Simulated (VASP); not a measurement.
HfMo, 2 atoms in the cell. Symmetry: Cmmm, No. 65, orthorhombic system. The conventional cell has a = 3.342 Å, b = 4.945 Å, c = 4.447 Å, α = 90.00°, β = 90.00°, γ = 90.00°. Within 3.7 Å of Hf (site symmetry mmm) lie 8 Mo at 2.78 to 3.33 Å and 6 Hf at 2.98 to 3.34 Å. Within 3.7 Å of Mo (site symmetry mmm) lie 8 Hf at 2.78 to 3.33 Å and 6 Mo at 2.98 to 3.34 Å. 

- Program: VASP 6.6.1
- Task: relaxation of volume and atoms at fixed shape
- Functional: LDA
- Potentials or basis: VASP PAW LDA potentials, release 64 (Hf_pv, Mo_sv)
- Cutoff: 500 eV
- k mesh: 7 × 7 × 5
- Occupations: fermi-dirac, width 0.05 eV
- Spin: no spin polarisation
- Dipole correction: no
- Further INCAR settings: ALGO = Normal; EDIFF = 1e-07; IBRION = 2; EDIFFG = -0.02; NSW = 80; ISIF = 8

Potentials or basis: VASP PAW LDA potentials, release 64 (Hf_pv, Mo_sv).

Run with:

```bash
$ cat potpaw_LDA.64/Hf_pv/POTCAR potpaw_LDA.64/Mo_sv/POTCAR > POTCAR
$ mpirun -np 1 vasp_std > vasp.out
```

Hardware: 1 thread of Intel(R) Xeon(R) Platinum 8488C (Sapphire Rapids), on a shared host.

Q: Estimate the wall time of this run.

A: Run time: 45 s on 1 thread of Intel(R) Xeon(R) Platinum 8488C (Sapphire Rapids) (shared host), peak memory 0.16 GiB. Counts: scf iterations 42, k points 48, ion steps 4.
